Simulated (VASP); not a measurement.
# HfSi4 (P4/mmm) in VASP: notebook

HfSi4 is run at these levels: PBE; tasks: single point, relaxation of cell and atoms.

Everything below comes from runs of VASP 6.6.1. Logs are shortened: lines on timing, memory, paths and dates and some standing lists are left out, and cuts for length are marked.

### 1 The cell of the first run

The structure is tetragonal, space group P4/mmm (No. 123). The conventional cell has a = 5.767 Å, b = 5.767 Å, c = 4.326 Å, α = 90.00°, β = 90.00°, γ = 90.00°. Within 3.6 Å of Hf (site symmetry 4/mmm) lie 8 Si at 2.74 Å. Si (site symmetry m2m) has 3 Si at 2.39 Å and 2 Hf at 2.74 Å within 3.2 Å.

The cell was generated, and may not be a known phase.

### 2 Single point, PBE

Input file INCAR:

```
SYSTEM = HfSi4
ALGO = Normal ; EDIFF = 1E-6
ENCUT = 520 ; GGA = PE
ISIF = 2 ; ISMEAR = 0
LASPH = .TRUE. ; LCHARG = .FALSE.
LREAL = .FALSE. ; LWAVE = .FALSE.
NBANDS = 21 ; NELM = 100
PREC = Accurate ; SIGMA = 0.1
```

Input file KPOINTS:

```
k-points
0
G
  4 4 4
  0 0 0
```

Input file POSCAR:

```
HfSi4
1.0
    5.7669985768      0.0000000000      0.0000000000
    0.0000000000      5.7669985768      0.0000000000
    0.0000000000      0.0000000000      4.3259376760
Hf Si
1 4
Direct
    0.5000000000      0.5000000000      0.7503426174
    0.7929021478      0.5000000000      0.2503399657
    0.2070978522      0.5000000000      0.2503399657
    0.5000000000      0.7929021478      0.2503399657
    0.5000000000      0.2070978522      0.2503399657
```

Potentials or basis: VASP PAW PBE potentials, release 64 (Hf_pv, Si).

On the command line:

```console
$ cat potpaw_PBE.64/Hf_pv/POTCAR potpaw_PBE.64/Si/POTCAR > POTCAR
$ mpirun -np 1 vasp_std > vasp.out
```

OUTCAR:

```text
SYSTEM = HfSi4
   EDIFF = 1E-6
   ENCUT = 520
   GGA = PE
   ISIF = 2
   ISMEAR = 0
   LASPH = .TRUE.
   LREAL = .FALSE.
   NELM = 100
   PREC = Accurate

 ion  position               nearest neighbor table
   1  0.500  0.500  0.750-   2 2.74   3 2.74   4 2.74   5 2.74   2 2.74   3 2.74   4 2.74   5 2.74

   2  0.793  0.500  0.250-   3 2.39   4 2.39   5 2.39   1 2.74   1 2.74
   3  0.207  0.500  0.250-   2 2.39   4 2.39   5 2.39   1 2.74   1 2.74
   4  0.500  0.793  0.250-   5 2.39   3 2.39   2 2.39   1 2.74   1 2.74
   5  0.500  0.207  0.250-   4 2.39   3 2.39   2 2.39   1 2.74   1 2.74

  LATTYP: Found a simple tetragonal cell.
 ALAT       =     5.7669985768
 C/A-ratio  =     0.7501194284

  Lattice vectors:

 A1 = (   5.7669985768,   0.0000000000,   0.0000000000)
 A2 = (   0.0000000000,   5.7669985768,   0.0000000000)
 A3 = (   0.0000000000,   0.0000000000,   4.3259376760)

Analysis of symmetry for initial positions (statically):
=====================================================================
 Subroutine PRICEL returns:
 Original cell was already a primitive cell.

 Routine SETGRP: Setting up the symmetry group for a
 simple tetragonal supercell.

 Subroutine GETGRP returns: Found 16 space group operations
 (whereof  8 operations were pure point group operations)
 out of a pool of 16 trial point group operations.

The static configuration has the point symmetry C_4v.
 The point group associated with its full space group is D_4h.

Analysis of symmetry for dynamics (positions and initial velocities):
=====================================================================
 Subroutine PRICEL returns:
 Original cell was already a primitive cell.

 Routine SETGRP: Setting up the symmetry group for a
 simple tetragonal supercell.

 Subroutine GETGRP returns: Found 16 space group operations
 (whereof  8 operations were pure point group operations)
 out of a pool of 16 trial point group operations.

The dynamic configuration has the point symmetry C_4v.
 The point group associated with its full space group is D_4h.

 Subroutine INISYM returns: Found 16 space group operations
 (whereof  8 operations are pure point group operations),
 and found     1 'primitive' translations

----------------------------------------------------------------------------------------

                                     Primitive cell

  volume of cell :     143.8732

  direct lattice vectors                    reciprocal lattice vectors
     5.766998577  0.000000000  0.000000000     0.173400424  0.000000000  0.000000000
     0.000000000  5.766998577  0.000000000     0.000000000  0.173400424  0.000000000
     0.000000000  0.000000000  4.325937676     0.000000000  0.000000000  0.231163756

  length of vectors
     5.766998577  5.766998577  4.325937676     0.173400424  0.173400424  0.231163756

  position of ions in fractional coordinates (direct lattice)
     0.500000000  0.500000000  0.750342617
     0.792902148  0.500000000  0.250339966
     0.207097852  0.500000000  0.250339966
     0.500000000  0.792902148  0.250339966
     0.500000000  0.207097852  0.250339966

  ion indices of the primitive-cell ions
   primitive index   ion index
                 1           1
                 2           2
                 3           3
                 4           4
                 5           5

----------------------------------------------------------------------------------------

 KPOINTS: k-points

Automatic generation of k-mesh.
 Grid dimensions read from file:
 generate k-points for:    4    4    4

 Generating k-lattice:

  Cartesian coordinates                     Fractional coordinates (reciprocal lattice)
     0.043350106  0.000000000  0.000000000     0.250000000  0.000000000  0.000000000
     0.000000000  0.043350106  0.000000000     0.000000000  0.250000000  0.000000000
     0.000000000  0.000000000  0.057790939     0.000000000  0.000000000  0.250000000

  Length of vectors
     0.043350106  0.043350106  0.057790939

  Shift w.r.t. Gamma in fractional coordinates (k-lattice)
     0.000000000  0.000000000  0.000000000

 Subroutine IBZKPT returns following result:
 ===========================================

 Found     18 irreducible k-points:

 Following reciprocal coordinates:
            Coordinates               Weight
  0.000000  0.000000  0.000000      1.000000
  0.250000  0.000000  0.000000      4.000000
  0.500000  0.000000  0.000000      2.000000
  0.250000  0.250000  0.000000      4.000000
  0.500000  0.250000  0.000000      4.000000
  0.500000  0.500000  0.000000      1.000000
[... 10 lines left out ...]
  0.500000  0.250000  0.500000      4.000000
  0.500000  0.500000  0.500000      1.000000
   k-points           NKPTS =     18   k-points in BZ     NKDIM =     18   number of bands    NBANDS=     21
   number of dos      NEDOS =    301   number of ions     NIONS =      5
   total plane-waves  NPLWV =  73728
   dimension x,y,z NGX =    48 NGY =   48 NGZ =   32
   dimension x,y,z NGXF=    96 NGYF=   96 NGZF=   64
   ions per type =               1   4
   NGX,Y,Z   is equivalent  to a cutoff of  13.84, 13.84, 12.30 a.u.
   NGXF,Y,Z  is equivalent  to a cutoff of  27.67, 27.67, 24.60 a.u.
 SYSTEM =  HfSi4
   PREC   = accura    normal or accurate (medium, high low for compatibility)
   ISTART =      0    job   : 0-new  1-cont  2-samecut
   ICHARG =      2    charge: 1-file 2-atom 10-const
   ISPIN  =      1    spin polarized calculation?
   LNONCOLLINEAR =      F non collinear calculations
   LSORBIT =      F    spin-orbit coupling
   LASPH  =      T    aspherical Exc in radial PAW
   ENCUT  =  520.0 eV  38.22 Ry    6.18 a.u.  10.72 10.72  8.04*2*pi/ulx,y,z
   NELM   =    100;   NELMIN=  2; NELMDL= -5     # of ELM steps
   EDIFF  = 0.1E-05   stopping-criterion for ELM
   LREAL  =      F    real-space projection
[... 7 lines left out ...]
   TEBEG  =    0.0;   TEEND  =   0.0 temperature during run
   PSTRESS=    0.0 pullay stress
   NELECT =      26.0000    total number of electrons
   NUPDOWN=      -1.0000    fix difference up-down
   EMIN   =  10.00;   EMAX   =-10.00  energy-range for DOS
   EFERMI =   0.00;   METHOD = LEGACY
   ISMEAR =     0;   SIGMA  =   0.10  broadening in eV -4-tet -1-fermi 0-gaus
   EFERMI_NEDOS =   21; number of points for ismear=-14 and -15
   IALGO  =     38    algorithm
   IMIX   =      4    mixing-type and parameters
     AMIX     =   0.40;   BMIX     =  1.00
     AMIX_MAG =   1.60;   BMIX_MAG =  1.00
  volume/ion in A,a.u.               =      28.77       194.18
  Fermi-wavevector in a.u.,A,eV,Ry     =   0.925563  1.749060 11.655659  0.856667
  Thomas-Fermi vector in A             =   2.051431
   LORBIT       =      0    0 simple, 1 ext, 2 COOP (PROOUT), +10 PAW based schemes
   GGA     = PE    functional components
   LHFCALC =     F    Hartree Fock is set to
   AEXX    =    0.0000 exact exchange contribution
   IVDW    =     0    specifies the selected vdW correction
   LEPSILON=     F    determine dielectric tensor
   LRPA    =     F    only Hartree local field effects (RPA)
 non-spin polarized calculation
 Gauss-broadening in eV      SIGMA  =   0.10
  energy-cutoff  :      520.00
  volume of cell :      143.87
 maximum number of plane-waves:      3936
 NGX is ok and might be reduce to    48
   NGX = 21   NGY = 21   NGZ = 17

 number of electron      26.0000002 magnetization

 Free energy of the ion-electron system (eV)
  ---------------------------------------------------
  ext. energy  EPLUGINS =         0.00000000
  ---------------------------------------------------
  free energy    TOTEN  =       -29.63703170 eV

  energy without entropy =      -29.62257424  energy(sigma->0) =      -29.62980297

 E-fermi :   2.9691     XC(G=0):  -7.9082

 val. band max:        2.9389942284   @ k =   0.2500   0.2500   0.5000
 cond. band min:       2.9957535504   @ k =   0.5000   0.2500   0.5000
 fundamental gap:      0.0567593220
 Fermi energy:         2.9691199257

 k-point     1 :       0.0000    0.0000    0.0000
  band No.  band energies     occupation
      1     -27.8676      2.00000
      2     -27.8676      2.00000
      3     -27.8394      2.00000
      4      -8.6269      2.00000
      5      -4.3106      2.00000
      6      -3.7552      2.00000
[... 13 lines left out ...]
     20       7.6727      0.00000
     21       7.6727      0.00000

 k-point     2 :       0.2500    0.0000    0.0000
  band No.  band energies     occupation
      1     -27.8678      2.00000
      2     -27.8676      2.00000
      3     -27.8394      2.00000
      4      -8.4822      2.00000
      5      -5.3468      2.00000
      6      -3.6942      2.00000
[... 13 lines left out ...]
     20       7.2600      0.00000
     21       7.6963      0.00000

 k-point     3 :       0.5000    0.0000    0.0000
  band No.  band energies     occupation
      1     -27.8679      2.00000
      2     -27.8676      2.00000
      3     -27.8394      2.00000
      4      -8.2991      2.00000
      5      -5.9701      2.00000
      6      -3.6274      2.00000
[... 13 lines left out ...]
     20       6.7698      0.00000
     21       7.0236      0.00000
[... 313 lines left out ...]
 k-point    17 :       0.5000    0.2500    0.5000
  band No.  band energies     occupation
      1     -27.8720      2.00000
      2     -27.8647      2.00000
      3     -27.8646      2.00000
      4      -7.1980      2.00000
      5      -5.9638      2.00000
      6      -5.1505      2.00000
[... 13 lines left out ...]
     20       6.9852      0.00000
     21       8.2138      0.00000

 k-point    18 :       0.5000    0.5000    0.5000
  band No.  band energies     occupation
      1     -27.8719      2.00000
      2     -27.8648      2.00000
      3     -27.8647      2.00000
      4      -6.8429      2.00000
      5      -5.9385      2.00000
      6      -5.9385      2.00000
[... 13 lines left out ...]
     20       5.9592      0.00000
     21       8.3329      0.00000

------------------------ aborting loop because EDIFF is reached ----------------------------------------

  FORCE on cell =-STRESS in cart. coord.  units (eV):
  Direction    XX          YY          ZZ          XY          YZ          ZX
  --------------------------------------------------------------------------------------
  -------------------------------------------------------------------------------------
  Total        0.1556898      0.1556898      0.1655669      0.0000000      0.0000000      0.0000000
  in kB        1.7337671      1.7337671      1.8437585      0.0000000      0.0000000      0.0000000
  external PRESSURE =       1.7704309 kB  Pullay stress =       0.0000000 kB

 VOLUME and BASIS-vectors are now :
 -----------------------------------------------------------------------------
  energy-cutoff  :      520.00
  volume of cell :      143.87
      direct lattice vectors                 reciprocal lattice vectors
     5.766998577  0.000000000  0.000000000     0.173400424  0.000000000  0.000000000
     0.000000000  5.766998577  0.000000000     0.000000000  0.173400424  0.000000000
     0.000000000  0.000000000  4.325937676     0.000000000  0.000000000  0.231163756

 POSITION                                       TOTAL-FORCE (eV/Angst)
 -----------------------------------------------------------------------------------
      2.88350      2.88350      3.24594         0.000000      0.000000      0.000000
      4.57267      2.88350      1.08296        -0.011976      0.000000     -0.000000
      1.19433      2.88350      1.08296         0.011976     -0.000000      0.000000
      2.88350      4.57267      1.08296        -0.000000     -0.011976      0.000000
      2.88350      1.19433      1.08296         0.000000      0.011976     -0.000000
 -----------------------------------------------------------------------------------
    total drift:                                0.000000     -0.000000      0.002320

  FREE ENERGIE OF THE ION-ELECTRON SYSTEM (eV)
  ---------------------------------------------------
  free  energy   TOTEN  =       -29.6370317023 eV

  energy  without entropy=      -29.6225742407  energy(sigma->0) =      -29.62980297
```

Wall time 69 s (1 thread of Intel Xeon 8259CL, shared host); peak memory 0.27 GiB.

What came out:

```yaml
Free_energy: -29.6370 eV
Pressure: 0.2 GPa
Largest_force: 0.012 eV/Å
Band_gap_on_the_k_mesh: zero (bands 13 and 14 overlap by 1.09 eV)
```

Forces in eV/Å, atoms in the order of the input:
```
Hf   0.000  0.000  0.000
Si  -0.012  0.000  0.000
Si   0.012  0.000  0.000
Si   0.000 -0.012  0.000
Si   0.000  0.012  0.000
```

Caveat: the k points lie up to 0.36 Å⁻¹ apart, too coarse for converged energies and pressures of a metal; spin-orbit coupling is left out, which moves the levels of the heavy elements.

(Continued in part 2 of 3.)

The gap in the log of VASP goes by the Fermi energy; the results here count the filled bands.